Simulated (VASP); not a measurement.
# MgSe (Fm-3m) in VASP: a series of runs

MgSe is run at these levels: r2SCAN, PBE; tasks: single point.

All numbers are computed with VASP 6.6.1; they aren't measurements. Logs are shortened: lines on timing, memory, paths and dates and some standing lists are left out, and cuts for length are marked.

**1. The cell of the first run**

The structure is cubic, space group Fm-3m (No. 225). The conventional cell has a = 5.473 Å, b = 5.473 Å, c = 5.473 Å, α = 90.00°, β = 90.00°, γ = 90.00°. Within 3.6 Å of Mg (site symmetry m-3m) lie 6 Se at 2.74 Å. Within 3.6 Å of Se (site symmetry m-3m) lie 6 Mg at 2.74 Å.

**2. Single point, r2SCAN**

The input, POSCAR:

```
MgSe
1.0
    0.0000000000      2.7362693762      2.7362693762
    2.7362693762      0.0000000000      2.7362693762
    2.7362693762      2.7362693762      0.0000000000
Mg Se
1 1
Direct
    0.0000000000      0.0000000000      0.0000000000
    0.5000000000      0.5000000000      0.5000000000
```

The input, INCAR.step1:

```
SYSTEM = MgSe
PREC = Accurate ; ENCUT = 660
ISMEAR = 0 ; SIGMA = 0.01
LREAL = .False. ; LASPH = .True.
NELM = 120 ; NBANDS = 11
GGA = PE ; ALGO = Normal
EDIFF = 1E-5 ; LWAVE = .True.
LCHARG = .False. ; GGA_COMPAT = .False.
```

The input, INCAR.step2:

```
SYSTEM = MgSe
PREC = Accurate ; ENCUT = 660
EDIFF = 1E-6 ; ISMEAR = 0
SIGMA = 0.01 ; LREAL = .False.
LASPH = .True. ; NELM = 120
ALGO = Normal ; ISIF = 2
LWAVE = .False. ; LCHARG = .False.
METAGGA = R2SCAN ; LMIXTAU = .True.
NBANDS = 11 ; ISTART = 1
GGA_COMPAT = .False.
```

The input, KPOINTS:

```
Automatic mesh
0
Gamma
  8 8 8
  0 0 0
```

Potentials or basis: VASP PAW PBE potentials, release 64 (Mg, Se).

On the command line:

```
cat potpaw_PBE.64/Mg/POTCAR potpaw_PBE.64/Se/POTCAR > POTCAR
cp INCAR.step1 INCAR
mpirun -np 1 vasp_std > vasp.out
cp INCAR.step2 INCAR
mpirun -np 1 vasp_std > vasp.out
```

OUTCAR:

```text
SYSTEM = MgSe
   PREC = Accurate
   ENCUT = 660
   EDIFF = 1E-6
   ISMEAR = 0
   LREAL = .False.
   LASPH = .True.
   NELM = 120
   ISIF = 2
   METAGGA = R2SCAN
   ISTART = 1

 ion  position               nearest neighbor table
   1  0.000  0.000  0.000-   2 2.74   2 2.74   2 2.74   2 2.74   2 2.74   2 2.74
   2  0.500  0.500  0.500-   1 2.74   1 2.74   1 2.74   1 2.74   1 2.74   1 2.74

  LATTYP: Found a face centered cubic cell.
 ALAT       =     5.4725387524

  Lattice vectors:

 A1 = (   0.0000000000,   2.7362693762,   2.7362693762)
 A2 = (   2.7362693762,   0.0000000000,   2.7362693762)
 A3 = (   2.7362693762,   2.7362693762,   0.0000000000)

Analysis of symmetry for initial positions (statically):
=====================================================================
 Subroutine PRICEL returns:
 Original cell was already a primitive cell.

 Routine SETGRP: Setting up the symmetry group for a
 face centered cubic supercell.

 Subroutine GETGRP returns: Found 48 space group operations
 (whereof 48 operations were pure point group operations)
 out of a pool of 48 trial point group operations.

The static configuration has the point symmetry O_h .

Analysis of symmetry for dynamics (positions and initial velocities):
=====================================================================
 Subroutine PRICEL returns:
 Original cell was already a primitive cell.

 Routine SETGRP: Setting up the symmetry group for a
 face centered cubic supercell.

 Subroutine GETGRP returns: Found 48 space group operations
 (whereof 48 operations were pure point group operations)
 out of a pool of 48 trial point group operations.

The dynamic configuration has the point symmetry O_h .

 Subroutine INISYM returns: Found 48 space group operations
 (whereof 48 operations are pure point group operations),
 and found     1 'primitive' translations

----------------------------------------------------------------------------------------

                                     Primitive cell

  volume of cell :      40.9738

  direct lattice vectors                    reciprocal lattice vectors
     0.000000000  2.736269376  2.736269376    -0.182730547  0.182730547  0.182730547
     2.736269376  0.000000000  2.736269376     0.182730547 -0.182730547  0.182730547
     2.736269376  2.736269376  0.000000000     0.182730547  0.182730547 -0.182730547

  length of vectors
     3.869669262  3.869669262  3.869669262     0.316498592  0.316498592  0.316498592

  position of ions in fractional coordinates (direct lattice)
     0.000000000  0.000000000  0.000000000
     0.500000000  0.500000000  0.500000000

  ion indices of the primitive-cell ions
   primitive index   ion index
                 1           1
                 2           2

----------------------------------------------------------------------------------------

 KPOINTS: Automatic mesh

Automatic generation of k-mesh.
 Grid dimensions read from file:
 generate k-points for:    8    8    8

 Generating k-lattice:

  Cartesian coordinates                     Fractional coordinates (reciprocal lattice)
    -0.022841318  0.022841318  0.022841318     0.125000000  0.000000000  0.000000000
     0.022841318 -0.022841318  0.022841318     0.000000000  0.125000000  0.000000000
     0.022841318  0.022841318 -0.022841318     0.000000000  0.000000000  0.125000000

  Length of vectors
     0.039562324  0.039562324  0.039562324

  Shift w.r.t. Gamma in fractional coordinates (k-lattice)
     0.000000000  0.000000000  0.000000000

 Subroutine IBZKPT returns following result:
 ===========================================

 Found     29 irreducible k-points:

 Following reciprocal coordinates:
            Coordinates               Weight
  0.000000  0.000000  0.000000      1.000000
  0.125000  0.000000  0.000000      8.000000
  0.250000  0.000000  0.000000      8.000000
  0.375000  0.000000  0.000000      8.000000
  0.500000  0.000000  0.000000      4.000000
  0.125000  0.125000  0.000000      6.000000
[... 16 lines left out ...]
  0.500000  0.250000  0.125000     48.000000
 -0.375000  0.250000  0.125000     24.000000
 [... further k-points ...]
   k-points           NKPTS =     29   k-points in BZ     NKDIM =     29   number of bands    NBANDS=     11
   number of dos      NEDOS =    301   number of ions     NIONS =      2
   total plane-waves  NPLWV =  32768
   dimension x,y,z NGX =    32 NGY =   32 NGZ =   32
   dimension x,y,z NGXF=    64 NGYF=   64 NGZF=   64
   ions per type =               1   1
   NGX,Y,Z   is equivalent  to a cutoff of  13.75, 13.75, 13.75 a.u.
   NGXF,Y,Z  is equivalent  to a cutoff of  27.50, 27.50, 27.50 a.u.
 SYSTEM =  MgSe
   PREC   = accura    normal or accurate (medium, high low for compatibility)
   ISTART =      1    job   : 0-new  1-cont  2-samecut
   ICHARG =      0    charge: 1-file 2-atom 10-const
   ISPIN  =      1    spin polarized calculation?
   LNONCOLLINEAR =      F non collinear calculations
   LSORBIT =      F    spin-orbit coupling
   LASPH  =      T    aspherical Exc in radial PAW
   ENCUT  =  660.0 eV  48.51 Ry    6.96 a.u.   8.11  8.11  8.11*2*pi/ulx,y,z
   NELM   =    120;   NELMIN=  2; NELMDL=  0     # of ELM steps
   EDIFF  = 0.1E-05   stopping-criterion for ELM
   LREAL  =      F    real-space projection
   EDIFFG = 0.1E-04   stopping-criterion for IOM
   NSW    =      0    number of steps for IOM
   IBRION =     -1    ionic relax: 0-MD 1-quasi-New 2-CG
   NFREE  =      0    steps in history (QN), initial steepest desc. (CG)
   ISIF   =      2    stress and relaxation
   ISYM   =      2    0-nonsym 1-usesym 2-fastsym
   POTIM  = 0.5000    time-step for ionic-motion
   TEBEG  =    0.0;   TEEND  =   0.0 temperature during run
   PSTRESS=    0.0 pullay stress
   NELECT =       8.0000    total number of electrons
   NUPDOWN=      -1.0000    fix difference up-down
   EMIN   =  10.00;   EMAX   =-10.00  energy-range for DOS
   EFERMI =   0.00;   METHOD = LEGACY
   ISMEAR =     0;   SIGMA  =   0.01  broadening in eV -4-tet -1-fermi 0-gaus
   EFERMI_NEDOS =   21; number of points for ismear=-14 and -15
   IALGO  =     38    algorithm
   IMIX   =      4    mixing-type and parameters
     AMIX     =   0.40;   BMIX     =  1.00
     AMIX_MAG =   1.60;   BMIX_MAG =  1.00
  volume/ion in A,a.u.               =      20.49       138.25
  Fermi-wavevector in a.u.,A,eV,Ry     =   0.949735  1.794740 12.272420  0.901997
  Thomas-Fermi vector in A             =   2.078046
   LORBIT       =      0    0 simple, 1 ext, 2 COOP (PROOUT), +10 PAW based schemes
   METAGGA = R2SCAN    functional components
   LHFCALC =     F    Hartree Fock is set to
   AEXX    =    0.0000 exact exchange contribution
   IVDW    =     0    specifies the selected vdW correction
   LEPSILON=     F    determine dielectric tensor
   LRPA    =     F    only Hartree local field effects (RPA)
 non-spin polarized calculation
 Gauss-broadening in eV      SIGMA  =   0.01
  energy-cutoff  :      660.00
  volume of cell :       40.97
 maximum number of plane-waves:      1604
   NGX = 17   NGY = 17   NGZ = 17

 number of electron       8.0000000 magnetization

 Free energy of the ion-electron system (eV)
  ---------------------------------------------------
  ext. energy  EPLUGINS =         0.00000000
  ---------------------------------------------------
  free energy    TOTEN  =       -21.38139631 eV

  energy without entropy =      -21.38139631  energy(sigma->0) =      -21.38139631

 E-fermi :   2.9652     XC(G=0):  -9.8050

 val. band max:        2.8698325316   @ k =   0.0000   0.0000   0.0000
 cond. band min:       5.3102335027   @ k =   0.5000   0.5000   0.0000
 fundamental gap:      2.4404009711
 Fermi energy:         2.9652141876

 k-point     1 :       0.0000    0.0000    0.0000
  band No.  band energies     occupation
      1     -10.4506      2.00000
      2       2.8698      2.00000
      3       2.8698      2.00000
      4       2.8698      2.00000
      5       6.2800      0.00000
      6      10.8995      0.00000
      7      10.8995      0.00000
      8      10.8995      0.00000
      9      13.4178      0.00000
     10      13.4178      0.00000
     11      14.8342      0.00000

 k-point     2 :       0.1250    0.0000    0.0000
  band No.  band energies     occupation
      1     -10.3157      2.00000
      2       1.7312      2.00000
      3       2.7677      2.00000
      4       2.7677      2.00000
      5       7.1753      0.00000
      6      10.6184      0.00000
      7      11.1315      0.00000
      8      11.1315      0.00000
      9      12.4908      0.00000
     10      12.4908      0.00000
     11      14.6153      0.00000

 k-point     3 :       0.2500    0.0000    0.0000
  band No.  band energies     occupation
      1      -9.9551      2.00000
      2      -0.0707      2.00000
      3       2.5449      2.00000
      4       2.5449      2.00000
      5       7.7103      0.00000
      6      10.5591      0.00000
      7      10.5592      0.00000
      8      11.3764      0.00000
      9      13.1437      0.00000
     10      13.1437      0.00000
     11      13.8395      0.00000

 k-point     4 :       0.3750    0.0000    0.0000
  band No.  band energies     occupation
      1      -9.5264      2.00000
      2      -1.4883      2.00000
      3       2.3486      2.00000
      4       2.3486      2.00000
      5       7.4990      0.00000
      6       9.8275      0.00000
      7       9.8275      0.00000
      8      12.4799      0.00000
      9      14.1089      0.00000
     10      15.1505      0.00000
     11      15.1505      0.00000
[... 239 lines left out ...]
 k-point    22 :       0.3750    0.2500    0.1250
  band No.  band energies     occupation
      1      -9.6745      2.00000
      2      -0.3302      2.00000
      3       1.3477      2.00000
      4       2.1698      2.00000
      5       8.3979      0.00000
      6       9.5307      0.00000
      7       9.8604      0.00000
      8      11.9938      0.00000
      9      13.1149      0.00000
     10      16.1441      0.00000
     11      16.8065      0.00000

 k-point    23 :       0.5000    0.2500    0.1250
  band No.  band energies     occupation
      1      -9.3149      2.00000
      2      -1.1481      2.00000
      3       0.8087      2.00000
      4       1.8385      2.00000
      5       8.2648      0.00000
      6       9.2426      0.00000
      7      10.7634      0.00000
      8      11.9002      0.00000
      9      14.5955      0.00000
     10      16.5106      0.00000
     11      17.3120      0.00000

 k-point    24 :      -0.3750    0.2500    0.1250
  band No.  band energies     occupation
      1      -9.1471      2.00000
      2      -1.5190      2.00000
      3       0.6686      2.00000
      4       1.6646      2.00000
      5       8.2316      0.00000
      6       8.9506      0.00000
      7      11.2791      0.00000
      8      12.6893      0.00000
      9      14.7912      0.00000
     10      15.5825      0.00000
     11      18.0157      0.00000

 [... further k-points ...]
[... 5 lines left out ...]
  --------------------------------------------------------------------------------------
  -------------------------------------------------------------------------------------
  Total       -0.0807667     -0.0807667     -0.0807667     -0.0000000      0.0000000     -0.0000000
  in kB       -3.1581765     -3.1581765     -3.1581765     -0.0000000      0.0000000     -0.0000000
  external PRESSURE =      -3.1581765 kB  Pullay stress =       0.0000000 kB

 VOLUME and BASIS-vectors are now :
 -----------------------------------------------------------------------------
  energy-cutoff  :      660.00
  volume of cell :       40.97
      direct lattice vectors                 reciprocal lattice vectors
     0.000000000  2.736269376  2.736269376    -0.182730547  0.182730547  0.182730547
     2.736269376  0.000000000  2.736269376     0.182730547 -0.182730547  0.182730547
     2.736269376  2.736269376  0.000000000     0.182730547  0.182730547 -0.182730547

 POSITION                                       TOTAL-FORCE (eV/Angst)
 -----------------------------------------------------------------------------------
      0.00000      0.00000      0.00000         0.000000      0.000000     -0.000000
      2.73627      2.73627      2.73627        -0.000000     -0.000000      0.000000
 -----------------------------------------------------------------------------------
    total drift:                               -0.000000     -0.000000      0.000000

  FREE ENERGIE OF THE ION-ELECTRON SYSTEM (eV)
  ---------------------------------------------------
  free  energy   TOTEN  =       -21.3813963052 eV

  energy  without entropy=      -21.3813963052  energy(sigma->0) =      -21.38139631
```

Wall time 2.2 min (1 thread of Intel Xeon 8259CL, shared host); peak memory 0.2 GiB.

Results:

| Quantity | Value |
| --- | --- |
| Free energy | -21.3814 eV |
| Pressure | -0.3 GPa |
| Band gap on the k mesh | 2.44 eV, indirect (least direct gap 3.41 eV) |

Levels at points of the mesh, in eV from the valence-band top:
| k point | band 1 | band 2 | band 3 | band 4 | band 5 | band 6 | band 7 | band 8 | band 9 |
| --- | --- | --- | --- | --- | --- | --- | --- | --- | --- |
| (0.00, 0.00, 0.00) | -13.32 | 0.00 | 0.00 | 0.00 | 3.41 | 8.03 | 8.03 | 8.03 | 10.55 |
| (0.50, 0.00, 0.00) | -12.19 | -4.91 | -0.60 | -0.60 | 4.51 | 6.70 | 6.70 | 9.57 | 12.43 |
| (0.50, 0.50, 0.00) | -11.86 | -4.26 | -1.79 | -1.79 | 2.44 | 4.56 | 12.74 | 13.18 | 13.18 |

Caveat: the PAW data sets were made with another functional, which shifts forces and pressure a little. A k mesh can miss the band edges.

(Continued in part 2 of 2.)
